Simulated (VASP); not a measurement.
# Ag (Fm-3m) in VASP: further runs

The runs below take Ag through single point, relaxation of cell and atoms, with PBE.

Program: VASP 6.6.1. These are calculated values, not measurements. Logs are shortened: lines on timing, memory, paths and dates and some standing lists are left out, and cuts for length are marked.

### Step 1. The cell of the first run

Symmetry: Fm-3m, No. 225, cubic system. The conventional cell has a = 4.147 Å, b = 4.147 Å, c = 4.147 Å, α = 90.00°, β = 90.00°, γ = 90.00°. Within 3.9 Å of Ag (site symmetry m-3m) lie 12 Ag at 2.93 Å.

### Step 2. Single point, PBE

INCAR reads:

```
SYSTEM = Ag
PREC = Accurate
ENCUT = 520
EDIFF = 1E-7
ISMEAR = -1
SIGMA = 0.05
LREAL = .False.
LASPH = .True.
NELM = 60
ALGO = Normal
ISIF = 2
LWAVE = .False.
LCHARG = .True.
GGA = PE
LELF = .True.
LVHAR = .True.
NBANDS = 12
```

KPOINTS reads:

```
regular mesh
0
Gamma
  18 18 18
  0 0 0
```

POSCAR reads:

```
Ag
1.0
    0.0000000000      2.0734371548      2.0734371548
    2.0734371548      0.0000000000      2.0734371548
    2.0734371548      2.0734371548      0.0000000000
Ag
1
Direct
    0.0000000000      0.0000000000      0.0000000000
```

Potentials or basis: VASP PAW PBE potentials, release 64 (Ag).

On the command line:

```
$ cat potpaw_PBE.64/Ag/POTCAR > POTCAR
$ mpirun -np 1 vasp_std > vasp.out
```

OUTCAR:

```text
SYSTEM = Ag
   PREC = Accurate
   ENCUT = 520
   EDIFF = 1E-7
   ISMEAR = -1
   LREAL = .False.
   LASPH = .True.
   NELM = 60
   ISIF = 2
   GGA = PE

 ion  position               nearest neighbor table
   1  0.000  0.000  0.000-

  LATTYP: Found a face centered cubic cell.
 ALAT       =     4.1468743096

  Lattice vectors:

 A1 = (   0.0000000000,   2.0734371548,   2.0734371548)
 A2 = (   2.0734371548,   0.0000000000,   2.0734371548)
 A3 = (   2.0734371548,   2.0734371548,   0.0000000000)

Analysis of symmetry for initial positions (statically):
=====================================================================
 Subroutine PRICEL returns:
 Original cell was already a primitive cell.

 Routine SETGRP: Setting up the symmetry group for a
 face centered cubic supercell.

 Subroutine GETGRP returns: Found 48 space group operations
 (whereof 48 operations were pure point group operations)
 out of a pool of 48 trial point group operations.

The static configuration has the point symmetry O_h .

Analysis of symmetry for dynamics (positions and initial velocities):
=====================================================================
 Subroutine PRICEL returns:
 Original cell was already a primitive cell.

 Routine SETGRP: Setting up the symmetry group for a
 face centered cubic supercell.

 Subroutine GETGRP returns: Found 48 space group operations
 (whereof 48 operations were pure point group operations)
 out of a pool of 48 trial point group operations.

The dynamic configuration has the point symmetry O_h .

 Subroutine INISYM returns: Found 48 space group operations
 (whereof 48 operations are pure point group operations),
 and found     1 'primitive' translations

----------------------------------------------------------------------------------------

                                     Primitive cell

  volume of cell :      17.8280

  direct lattice vectors                    reciprocal lattice vectors
     0.000000000  2.073437155  2.073437155    -0.241145481  0.241145481  0.241145481
     2.073437155  0.000000000  2.073437155     0.241145481 -0.241145481  0.241145481
     2.073437155  2.073437155  0.000000000     0.241145481  0.241145481 -0.241145481

  length of vectors
     2.932282945  2.932282945  2.932282945     0.417676225  0.417676225  0.417676225

  position of ions in fractional coordinates (direct lattice)
     0.000000000  0.000000000  0.000000000

  ion indices of the primitive-cell ions
   primitive index   ion index
[... 75 lines left out ...]
   EDIFFG = 0.1E-05   stopping-criterion for IOM
   NSW    =      0    number of steps for IOM
   IBRION =     -1    ionic relax: 0-MD 1-quasi-New 2-CG
   NFREE  =      0    steps in history (QN), initial steepest desc. (CG)
   ISIF   =      2    stress and relaxation
   ISYM   =      2    0-nonsym 1-usesym 2-fastsym
   POTIM  = 0.5000    time-step for ionic-motion
   TEBEG  =    0.0;   TEEND  =   0.0 temperature during run
   PSTRESS=    0.0 pullay stress
   NELECT =      11.0000    total number of electrons
   NUPDOWN=      -1.0000    fix difference up-down
   EMIN   =  10.00;   EMAX   =-10.00  energy-range for DOS
   EFERMI =   0.00;   METHOD = LEGACY
   ISMEAR =    -1;   SIGMA  =   0.05  broadening in eV -4-tet -1-fermi 0-gaus
   EFERMI_NEDOS =   21; number of points for ismear=-14 and -15
   IALGO  =     38    algorithm
   IMIX   =      4    mixing-type and parameters
     AMIX     =   0.40;   BMIX     =  1.00
     AMIX_MAG =   1.60;   BMIX_MAG =  1.00
  volume/ion in A,a.u.               =      17.83       120.31
  Fermi-wavevector in a.u.,A,eV,Ry     =   1.393707  2.633725 26.428222  1.942420
  Thomas-Fermi vector in A             =   2.517327
   LORBIT       =      0    0 simple, 1 ext, 2 COOP (PROOUT), +10 PAW based schemes
   GGA     = PE    functional components
   LHFCALC =     F    Hartree Fock is set to
   AEXX    =    0.0000 exact exchange contribution
   IVDW    =     0    specifies the selected vdW correction
   LEPSILON=     F    determine dielectric tensor
   LRPA    =     F    only Hartree local field effects (RPA)
 non-spin polarized calculation
  energy-cutoff  :      520.00
  volume of cell :       17.83
 maximum number of plane-waves:       531
 NGX is ok and might be reduce to    24
   NGX = 11   NGY = 11   NGZ = 11

 number of electron      11.0000000 magnetization

 Free energy of the ion-electron system (eV)
  ---------------------------------------------------
  ext. energy  EPLUGINS =         0.00000000
  ---------------------------------------------------
  free energy    TOTEN  =        -2.72116198 eV

  energy without entropy =       -2.71937115  energy(sigma->0) =       -2.72026657

 E-fermi :   7.7986     XC(G=0): -11.9455

 val. band max:        7.7637449841   @ k =   0.5000   0.1667   0.0556
 cond. band min:       7.9039409036   @ k =   0.5000   0.3333   0.1111
 fundamental gap:      0.1401959195
 Fermi energy:         7.7986133853

 k-point     1 :       0.0000    0.0000    0.0000
  band No.  band energies     occupation
      1       0.3797      2.00000
      2       3.1755      2.00000
      3       3.1755      2.00000
      4       3.1755      2.00000
      5       4.1304      2.00000
      6       4.1304      2.00000
      7      23.7465      0.00000
      8      27.0609      0.00000
      9      27.0609      0.00000
     10      27.0609      0.00000
     11      31.7619      0.00000
     12      32.6260      0.00000
[... 331 lines left out ...]
 k-point    24 :      -0.2222    0.0556    0.0000
  band No.  band energies     occupation
      1       1.7403      2.00000
      2       3.2005      2.00000
      3       3.4030      2.00000
      4       3.4299      2.00000
      5       4.0895      2.00000
      6       4.4324      2.00000
      7      19.0498      0.00000
      8      23.8044      0.00000
      9      26.0182      0.00000
     10      28.4181      0.00000
     11      29.1692      0.00000
     12      30.0751      0.00000

 [... further k-points ...]
[... 5 lines left out ...]
  --------------------------------------------------------------------------------------
  -------------------------------------------------------------------------------------
  Total       -0.0087948     -0.0087948     -0.0087948     -0.0000000      0.0000000     -0.0000000
  in kB       -0.7903791     -0.7903791     -0.7903791     -0.0000000      0.0000000     -0.0000000
  external PRESSURE =      -0.7903791 kB  Pullay stress =       0.0000000 kB

 VOLUME and BASIS-vectors are now :
 -----------------------------------------------------------------------------
  energy-cutoff  :      520.00
  volume of cell :       17.83
      direct lattice vectors                 reciprocal lattice vectors
     0.000000000  2.073437155  2.073437155    -0.241145481  0.241145481  0.241145481
     2.073437155  0.000000000  2.073437155     0.241145481 -0.241145481  0.241145481
     2.073437155  2.073437155  0.000000000     0.241145481  0.241145481 -0.241145481

 POSITION                                       TOTAL-FORCE (eV/Angst)
 -----------------------------------------------------------------------------------
      0.00000      0.00000      0.00000         0.000000      0.000000      0.000000
 -----------------------------------------------------------------------------------
    total drift:                               -0.000000      0.000000     -0.000000

  FREE ENERGIE OF THE ION-ELECTRON SYSTEM (eV)
  ---------------------------------------------------
  free  energy   TOTEN  =        -2.7211619784 eV

  energy  without entropy=       -2.7193711544  energy(sigma->0) =       -2.72026657
```

OSZICAR:

```text
N       E                     dE             d eps       ncg     rms          rms(c)
DAV:   1     0.518753844810E+02    0.51875E+02   -0.54825E+03  4744   0.824E+02
DAV:   2    -0.210942625007E+01   -0.53985E+02   -0.50985E+02  5352   0.192E+02
DAV:   3    -0.295943871798E+01   -0.85001E+00   -0.84956E+00  5512   0.252E+01
DAV:   4    -0.296207262358E+01   -0.26339E-02   -0.26338E-02  5420   0.149E+00
DAV:   5    -0.296209420153E+01   -0.21578E-04   -0.21579E-04  5584   0.120E-01    0.465E+00
DAV:   6    -0.273026882375E+01    0.23183E+00   -0.93796E-01  5088   0.861E+00    0.307E+00
DAV:   7    -0.272364194763E+01    0.66269E-02   -0.81910E-03  5452   0.862E-01    0.176E+00
DAV:   8    -0.272114941910E+01    0.24925E-02   -0.70559E-04  5284   0.206E-01    0.829E-02
DAV:   9    -0.272115678005E+01   -0.73609E-05   -0.86636E-06  5516   0.216E-02    0.256E-02
DAV:  10    -0.272116243789E+01   -0.56578E-05   -0.42879E-06  5332   0.197E-02    0.510E-03
DAV:  11    -0.272116203443E+01    0.40346E-06   -0.86746E-08  4720   0.244E-03    0.710E-04
DAV:  12    -0.272116197844E+01    0.55989E-07   -0.68225E-09  2920   0.690E-04
   1 F= -.27211620E+01 E0= -.27202666E+01  d E =-.179082E-02
```

Run time: 15 s. Hardware: 1 thread of Intel Xeon Platinum 8559C (Emerald Rapids), shared host; peak memory 0.16 GiB.

Results:

```
Free energy : -2.7212 eV
Pressure    : -0.1 GPa
```

Levels at points of the mesh, in eV from the Fermi level:
```
           k point  band 2  band 3  band 4  band 5  band 6  band 7  band 8  band 9  band 10  band 11
(0.00, 0.00, 0.00)   -4.62   -4.62   -4.62   -3.67   -3.67   15.95   19.26   19.26    19.26    23.96
(0.50, 0.00, 0.00)   -4.64   -4.64   -2.93   -2.93   -0.25    3.39   15.18   17.44    17.44    22.25
(0.50, 0.50, 0.00)   -6.01   -2.96   -2.74   -2.74    1.67    6.43   10.47   10.47    16.69    16.71
```

### Step 3. Relaxation of cell and atoms, PBE

INCAR reads:

```
PREC = Accurate
ENCUT = 600
EDIFF = 1E-7
ISMEAR = -1
SIGMA = 0.05
LREAL = F
LASPH = T
NELM = 100
ALGO = Normal
ISIF = 3
LWAVE = F
LCHARG = F
GGA = PE
IBRION = 2
NSW = 60
EDIFFG = -0.005
```

KPOINTS reads:

```
regular mesh
0
Gamma
  18 18 18
```

POSCAR is that of step 2.

Potentials or basis: VASP PAW PBE potentials, release 64 (Ag).

On the command line:

```
$ cat potpaw_PBE.64/Ag/POTCAR > POTCAR
$ mpirun -np 1 vasp_std > vasp.out
```

Wall time 19 s (1 thread of Intel Xeon Platinum 8559C (Emerald Rapids), shared host); peak memory 0.17 GiB.

Results (log left out):

```
Free energy                            : -2.7209 eV
Relaxed volume                         : 17.80 Å³/atom
Relaxed cell                           : a = 2.931 Å, b = 2.931 Å, c = 2.931 Å, α = 60.00°, β = 60.00°, γ = 60.00°
Space group after relaxing (to 0.05 Å) : Fm-3m (No. 225)
Energy gained by relaxing              : 0.0 meV/atom
Ionic steps                            : 2
Pressure after relaxing                : 0.0 GPa
```

Final structure:
```
CELL_PARAMETERS angstrom
0.00000 2.07236 2.07236
2.07236 0.00000 2.07236
2.07236 2.07236 0.00000
ATOMIC_POSITIONS crystal
Ag 0.00000 0.00000 0.00000
```

Levels at points of the mesh, in eV from the Fermi level:
| k point | band 2 | band 3 | band 4 | band 5 | band 6 | band 7 | band 8 | band 9 |
| --- | --- | --- | --- | --- | --- | --- | --- | --- |
| (0.00, 0.00, 0.00) | -4.63 | -4.63 | -4.63 | -3.67 | -3.67 | 15.95 | 19.28 | 19.28 |
| (0.50, 0.00, 0.00) | -4.65 | -4.65 | -2.93 | -2.93 | -0.26 | 3.40 | 15.18 | 17.46 |
| (0.50, 0.50, 0.00) | -6.02 | -2.96 | -2.74 | -2.74 | 1.67 | 6.44 | 10.47 | 10.47 |
